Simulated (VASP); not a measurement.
# BAs (F-43m) in VASP: a series of runs, part 2 of 2

VASP 6.6.1. Earlier steps stand in the parts before.

### 3 Single point, r2SCAN0

This run uses another cell than the first one, of 13.08 Å³/atom.

POSCAR reads:

```
BAs
1.0
    0.0000000000      2.3562190158      2.3562190158
    2.3562190158      0.0000000000      2.3562190158
    2.3562190158      2.3562190158      0.0000000000
As B
1 1
Direct
    0.7500000000      0.7500000000      0.7500000000
    0.0000000000      0.0000000000      0.0000000000
```

INCAR.step1 reads:

```
SYSTEM = BAs
PREC     = Accurate       ! precision mode
ENCUT    = 520            ! plane-wave cutoff, eV
EDIFF    = 1E-5           ! SCF threshold, eV
ISMEAR   = -1             ! smearing method
SIGMA    = 0.05           ! smearing width, eV
LREAL    = .False.        ! projectors in reciprocal space
LASPH    = .True.         ! aspherical terms in the spheres
NELM     = 100            ! most SCF steps
ALGO     = Normal         ! electronic algorithm
ISIF     = 2              ! what is computed and relaxed
LWAVE    = .True.         ! write WAVECAR
NBANDS   = 11             ! bands
GGA      = PE             ! functional
```

INCAR.step2 reads:

```
SYSTEM = BAs
PREC     = Accurate       ! precision mode
ENCUT    = 520            ! plane-wave cutoff, eV
EDIFF    = 1E-6           ! SCF threshold, eV
ISMEAR   = -1             ! smearing method
SIGMA    = 0.05           ! smearing width, eV
LREAL    = .False.        ! projectors in reciprocal space
LASPH    = .True.         ! aspherical terms in the spheres
NELM     = 100            ! most SCF steps
ALGO     = Normal         ! electronic algorithm
ISIF     = 2              ! what is computed and relaxed
LWAVE    = .False.        ! write WAVECAR
LCHARG   = .True.         ! write CHGCAR
METAGGA  = R2SCAN         ! meta-GGA
LHFCALC  = .True.         ! exact exchange
AEXX     = 0.25           ! exact-exchange fraction
LMIXTAU  = .True.       
PRECFOCK = Normal       
LELF     = .True.         ! ELF
LVHAR    = .True.       
NBANDS   = 11             ! bands
ISTART   = 1
```

KPOINTS reads:

```
regular mesh
0
Gamma
  5 5 5
  0 0 0
```

Potentials or basis: VASP PAW PBE potentials, release 64 (As, B).

Launch:

```bash
> cat potpaw_PBE.64/As/POTCAR potpaw_PBE.64/B/POTCAR > POTCAR
> cp INCAR.step1 INCAR
> mpirun -np 1 vasp_std > vasp.out
> cp INCAR.step2 INCAR
> mpirun -np 1 vasp_std > vasp.out
```

Run time: 2.7 min. Hardware: 1 thread of AMD EPYC 7R13 (Zen 3), shared host; peak memory 0.14 GiB.

Results (log left out):

- Free energy: -22.3665 eV
- Pressure: 4.6 GPa
- Band gap on the k mesh: 2.63 eV (least direct gap 4.96 eV)

Levels at points of the mesh, in eV from the valence-band top:
| k point | band 2 | band 3 | band 4 | band 5 | band 6 | band 7 |
| --- | --- | --- | --- | --- | --- | --- |
| (0.00, 0.00, 0.00) | 0.00 | 0.00 | 0.00 | 4.96 | 4.96 | 4.96 |

Caveat: the k points lie up to 0.46 Å⁻¹ apart; the PAW data sets were made with another functional, which shifts forces and pressure a little; an odd mesh through Γ misses points on the zone boundary, where band edges can lie.

### 4 Single point, r2SCAN0

This run uses another cell than the first one, of 13.35 Å³/atom.

POSCAR reads:

```
BAs
1.0
    0.0000000000      2.3724693156      2.3724693156
    2.3724693156      0.0000000000      2.3724693156
    2.3724693156      2.3724693156      0.0000000000
As B
1 1
Direct
    0.7500000000      0.7500000000      0.7500000000
    0.0000000000      0.0000000000      0.0000000000
```

INCAR.step1 reads:

```
SYSTEM = BAs
  PREC = Accurate
  ENCUT = 520
  EDIFF = 1E-5
  ISMEAR = -1
  SIGMA = 0.05
  LREAL = .FALSE.
  LASPH = .TRUE.
  NELM = 100
  ALGO = Normal
  ISIF = 2
  LWAVE = .TRUE.
  GGA = PE
  NBANDS = 11
```

INCAR.step2 reads:

```
SYSTEM = BAs
  PREC = Accurate
  ENCUT = 520
  EDIFF = 1E-7
  ISMEAR = -1
  SIGMA = 0.05
  LREAL = .FALSE.
  LASPH = .TRUE.
  NELM = 100
  ALGO = Normal
  ISIF = 2
  LWAVE = .FALSE.
  LCHARG = .TRUE.
  METAGGA = R2SCAN
  LHFCALC = .TRUE.
  AEXX = 0.25
  LMIXTAU = .TRUE.
  PRECFOCK = Normal
  LELF = .TRUE.
  LVHAR = .TRUE.
  ISTART = 1
  NBANDS = 11
```

KPOINTS reads:

```
regular mesh
0
G
  5 5 5
  0 0 0
```

Launch:

```bash
> cat potpaw_PBE.64/As/POTCAR potpaw_PBE.64/B/POTCAR > POTCAR
> cp INCAR.step1 INCAR
> mpirun -np 1 vasp_std > vasp.out
> cp INCAR.step2 INCAR
> mpirun -np 1 vasp_std > vasp.out
```

It took 3.1 min on 1 thread of AMD EPYC 7R13 (Zen 3), shared host; peak memory 0.14 GiB.

It converged, with:

- Free energy: -22.3765 eV
- Pressure: 1.2 GPa
- Band gap on the k mesh: 2.65 eV (least direct gap 4.93 eV)

Levels at points of the mesh, in eV from the valence-band top:
```csv
k point,band 2,band 3,band 4,band 5,band 6,band 7
"(0.00, 0.00, 0.00)",0.00,0.00,0.00,4.93,4.93,4.93
```

Caveat: the k points lie up to 0.46 Å⁻¹ apart; the PAW data sets were made with another functional, which shifts forces and pressure a little; an odd mesh through Γ misses points on the zone boundary, where band edges can lie.

### 5 Single point, r2SCAN0

This run uses another cell than the first one, of 13.63 Å³/atom.

POSCAR reads:

```
BAs
1.0
    0.0000000000      2.3885000000      2.3885000000
    2.3885000000      0.0000000000      2.3885000000
    2.3885000000      2.3885000000      0.0000000000
As B
1 1
Direct
    0.7500000000      0.7500000000      0.7500000000
    0.0000000000      0.0000000000      0.0000000000
```

INCAR.step1 reads:

```
SYSTEM = BAs
PREC     = Accurate       ! precision mode
ENCUT    = 520            ! plane-wave cutoff, eV
EDIFF    = 1E-5           ! SCF threshold, eV
ISMEAR   = -1             ! smearing method
SIGMA    = 0.05           ! smearing width, eV
LREAL    = .FALSE.        ! projectors in reciprocal space
LASPH    = .TRUE.         ! aspherical terms in the spheres
NELM     = 80             ! most SCF steps
ALGO     = Normal         ! electronic algorithm
ISIF     = 2              ! what is computed and relaxed
LWAVE    = .TRUE.         ! write WAVECAR
GGA      = PE             ! functional
NBANDS   = 11             ! bands
```

INCAR.step2 reads:

```
SYSTEM = BAs
PREC     = Accurate       ! precision mode
ENCUT    = 520            ! plane-wave cutoff, eV
EDIFF    = 1E-6           ! SCF threshold, eV
ISMEAR   = -1             ! smearing method
SIGMA    = 0.05           ! smearing width, eV
LREAL    = .FALSE.        ! projectors in reciprocal space
LASPH    = .TRUE.         ! aspherical terms in the spheres
NELM     = 80             ! most SCF steps
ALGO     = Normal         ! electronic algorithm
ISIF     = 2              ! what is computed and relaxed
LWAVE    = .FALSE.        ! write WAVECAR
LCHARG   = .TRUE.         ! write CHGCAR
METAGGA  = R2SCAN         ! meta-GGA
LHFCALC  = .TRUE.         ! exact exchange
AEXX     = 0.25           ! exact-exchange fraction
LMIXTAU  = .TRUE.       
PRECFOCK = Normal       
LELF     = .TRUE.         ! ELF
LVHAR    = .TRUE.       
ISTART   = 1            
NBANDS   = 11             ! bands
```

KPOINTS reads:

```
Automatic mesh
0
G
  5 5 5
  0 0 0
```

Launch:

```bash
> cat potpaw_PBE.64/As/POTCAR potpaw_PBE.64/B/POTCAR > POTCAR
> cp INCAR.step1 INCAR
> mpirun -np 1 vasp_std > vasp.out
> cp INCAR.step2 INCAR
> mpirun -np 1 vasp_std > vasp.out
```

Wall time 2.6 min (1 thread of AMD EPYC 7R13 (Zen 3), shared host); peak memory 0.14 GiB.

It converged, with:

* Free energy: -22.3755 eV
* Pressure: -1.9 GPa
* Band gap on the k mesh: 2.67 eV (least direct gap 4.91 eV)

Levels at points of the mesh, in eV from the valence-band top:
| k point | band 1 | band 2 | band 3 | band 4 | band 5 | band 6 | band 7 | band 8 |
| --- | --- | --- | --- | --- | --- | --- | --- | --- |
| (0.00, 0.00, 0.00) | -17.51 | 0.00 | 0.00 | 0.00 | 4.91 | 4.91 | 4.91 | 6.85 |

Caveat: the k points lie up to 0.46 Å⁻¹ apart; the PAW data sets were made with another functional, which shifts forces and pressure a little; an odd mesh through Γ misses points on the zone boundary, where band edges can lie.

### 6 Single point, r2SCAN0

This run uses another cell than the first one, of 13.90 Å³/atom.

POSCAR reads:

```
BAs
1.0
    0.0000000000      2.4043183418      2.4043183418
    2.4043183418      0.0000000000      2.4043183418
    2.4043183418      2.4043183418      0.0000000000
As B
1 1
Direct
    0.7500000000      0.7500000000      0.7500000000
    0.0000000000      0.0000000000      0.0000000000
```

INCAR.step1 reads:

```
  PREC = Accurate
  ENCUT = 520
  EDIFF = 1E-5
  ISMEAR = -1
  SIGMA = 0.05
  LREAL = False
  LASPH = True
  NELM = 80
  ALGO = Normal
  ISIF = 2
  LWAVE = True
  LCHARG = False
  NBANDS = 11
  GGA = PE
```

INCAR.step2 reads:

```
  PREC = Accurate
  ENCUT = 520
  EDIFF = 1E-6
  ISMEAR = -1
  SIGMA = 0.05
  LREAL = False
  LASPH = True
  NELM = 80
  ALGO = Normal
  ISIF = 2
  LWAVE = False
  LCHARG = False
  METAGGA = R2SCAN
  LHFCALC = True
  AEXX = 0.25
  LMIXTAU = True
  PRECFOCK = Normal
  NBANDS = 11
  ISTART = 1
```

KPOINTS reads:

```
regular mesh
0
Gamma
  5 5 5
```

Potentials or basis: VASP PAW PBE potentials, release 64 (As, B).

Launch:

```bash
> cat potpaw_PBE.64/As/POTCAR potpaw_PBE.64/B/POTCAR > POTCAR
> cp INCAR.step1 INCAR
> mpirun -np 1 vasp_std > vasp.out
> cp INCAR.step2 INCAR
> mpirun -np 1 vasp_std > vasp.out
```

Wall time 2.5 min (1 thread of AMD EPYC 7R13 (Zen 3), shared host); peak memory 0.14 GiB.

It converged, with:

```yaml
Free_energy: -22.3645 eV
Pressure: -4.6 GPa
Band_gap_on_the_k_mesh: 2.68 eV (least direct gap 4.88 eV)
```

Levels at points of the mesh, in eV from the valence-band top:
| k point | band 1 | band 2 | band 3 | band 4 | band 5 | band 6 | band 7 | band 8 | band 9 |
| --- | --- | --- | --- | --- | --- | --- | --- | --- | --- |
| (0.00, 0.00, 0.00) | -17.32 | 0.00 | 0.00 | 0.00 | 4.88 | 4.88 | 4.88 | 6.57 | 11.75 |

Caveat: the k points lie up to 0.45 Å⁻¹ apart; the PAW data sets were made with another functional, which shifts forces and pressure a little; an odd mesh through Γ misses points on the zone boundary, where band edges can lie.

### 7 Summary

| cell | gap on the mesh (eV) | pressure (GPa) |
| --- | --- | --- |
| a = 3.309 Å, angles 60.0°, 2 atoms | 2.61 | 8.3 |
| a = 3.332 Å, angles 60.0°, 2 atoms | 2.63 | 4.6 |
| a = 3.355 Å, angles 60.0°, 2 atoms | 2.65 | 1.2 |
| a = 3.378 Å, angles 60.0°, 2 atoms | 2.67 | -1.9 |
| a = 3.400 Å, angles 60.0°, 2 atoms | 2.68 | -4.6 |

Alike in all rows: task single point; level r2SCAN0; potentials or basis VASP PAW PBE potentials, release 64 (As, B); no spin polarisation; k mesh 5 × 5 × 5; cutoff (eV) 520; smearing fermi-dirac 0.05 eV.

Caveats: all runs use coarse meshes; the PAW data sets were made with another functional, which shifts forces and pressure a little; an odd mesh through Γ misses points on the zone boundary, where band edges can lie.

Total energies depend on the potentials used, so only differences within one code and one set of settings carry meaning.
